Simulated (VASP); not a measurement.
Ni, 1 atom in the cell. Symmetry: I4/mmm, No. 139, tetragonal system. The conventional cell has a = 2.457 Å, b = 2.457 Å, c = 3.336 Å, α = 90.00°, β = 90.00°, γ = 90.00°. Within 3.2 Å of Ni (site symmetry 4/mmm) lie 12 Ni at 2.41 to 2.46 Å. 

| Property | Result |
| --- | --- |
| Program | VASP 6.6.1 |
| Task | single point |
| Functional | PBEsol |
| Potentials or basis | VASP PAW PBE potentials, release 64 (Ni) |
| Cutoff | 520 eV |
| k mesh | 11 × 11 × 11 |
| Occupations | fermi-dirac, width 0.05 eV |
| Spin | collinear spin, ferromagnetic start |
| Starting moments | [1.0] μB |
| Dipole correction | no |
| Further INCAR settings | ALGO = Normal; EDIFF = 1e-06; NBANDS = 15 |

Potentials or basis: VASP PAW PBE potentials, release 64 (Ni).

Run with:

```bash
$ cat potpaw_PBE.64/Ni/POTCAR > POTCAR
$ mpirun -np 1 vasp_std > vasp.out
```

Hardware: 1 thread of Intel Xeon 6975P-C, on a shared host.

Question: How long does it take, and how much memory?

Answer: It took 24 s on 1 thread of Intel Xeon 6975P-C, on a shared host, peak memory 0.14 GiB. Counts: scf iterations 13, k points 126.
